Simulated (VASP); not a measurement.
Input of a VASP 6.6.1 run:

INCAR

```
PREC = Accurate
ENCUT = 520
EDIFF = 1E-6
ISMEAR = -1
SIGMA = 0.02
LREAL = False
LASPH = True
NELM = 80
ALGO = Normal
ISIF = 2
LWAVE = False
LCHARG = False
GGA = PE
NBANDS = 15
```

KPOINTS

```
Automatic mesh
0
Gamma
  7 7 7
```

Contents of POSCAR:

```
CaSe
1.0
   -0.0591200000      2.9264400000      2.9264400000
    2.9264400000     -0.0591200000      2.9264400000
    2.9264400000      2.9264400000     -0.0591200000
Ca Se
1 1
Direct
    0.0000000000      0.0000000000      0.0000000000
    0.5000000000      0.5000000000      0.5000000000
```

Potentials or basis: VASP PAW PBE potentials, release 64 (Ca_sv, Se).

Command:

```sh
$ cat potpaw_PBE.64/Ca_sv/POTCAR potpaw_PBE.64/Se/POTCAR > POTCAR
$ mpirun -np 1 vasp_std > vasp.out
```

Task: Predict the pressure.

Result: 1.4 GPa.

Task: Predict the band gap on the k mesh.

Result: 1.97 eV, indirect (least direct gap 2.91 eV).

Stress tensor (GPa, compression positive):
```
1.36 0.52 0.52
0.52 1.36 0.52
0.52 0.52 1.36
```

Caveat: the cell differs from its parent crystal (equal xy, yz and zx shear strains of -2 %). A k mesh can miss the band edges.
